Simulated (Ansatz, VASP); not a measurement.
# LiF: VASP beside Ansatz

File INCAR:

```
SYSTEM = LiF
PREC = Accurate
ENCUT = 750
EDIFF = 1E-6
ISMEAR = 0
SIGMA = 0.01
LREAL = .FALSE.
LASPH = .TRUE.
NELM = 120
ALGO = Normal
ISIF = 2
LWAVE = .FALSE.
LCHARG = .TRUE.
GGA = PE
LELF = .TRUE.
LVHAR = .TRUE.
NBANDS = 12
GGA_COMPAT = .FALSE.
```

Contents of KPOINTS:

```
regular mesh
0
G
  10 10 10
  0 0 0
```

Contents of POSCAR:

```
LiF
1.0
    0.0000000000      2.0417135738      2.0417135738
    2.0417135738      0.0000000000      2.0417135738
    2.0417135738      2.0417135738      0.0000000000
Li F
1 1
Direct
    0.0000000000      0.0000000000      0.0000000000
    0.5000000000      0.5000000000      0.5000000000
```

Input for Ansatz:

```yaml
crystal:
  lattice:
    - [0.0, 2.0417135738, 2.0417135738]
    - [2.0417135738, 0.0, 2.0417135738]
    - [2.0417135738, 2.0417135738, 0.0]
  atoms:
    - { symbol: Li, position: [0.0, 0.0, 0.0] }
    - { symbol: F, position: [0.5, 0.5, 0.5] }
basis:
  ecutwfc: 420
kpoints:
  mp_grid: { grid: [10, 10, 10] }
hamiltonian:
  xc: pbe
scf:
  occupations: { method: fixed }
output:
  forces: true
  stress: true
  eigenvalues: true
```

Alike in both runs: task single point; functional PBE; k mesh 10 × 10 × 10; no spin polarisation.

```csv
,VASP,Ansatz
version,VASP 6.6.1,Ansatz 0.2.0
potentials or method,"VASP PAW PBE potentials, release 64 (Li_sv, F), cutoff 750 eV","scalar-relativistic, plane waves, PAW"
occupations,"gaussian, width 0.01 eV",fixed
valence electrons in the cell,10,10
```

VASP gave:

- gap on the k mesh at the Fermi level (eV): 8.72
- least direct gap on the mesh (eV): 8.72
- pressure (GPa): -1.5

Task: Which values does Ansatz return?

Result: gap on the k mesh at the Fermi level (eV): 8.73; least direct gap on the mesh (eV): 8.73; pressure (GPa): -0.7.
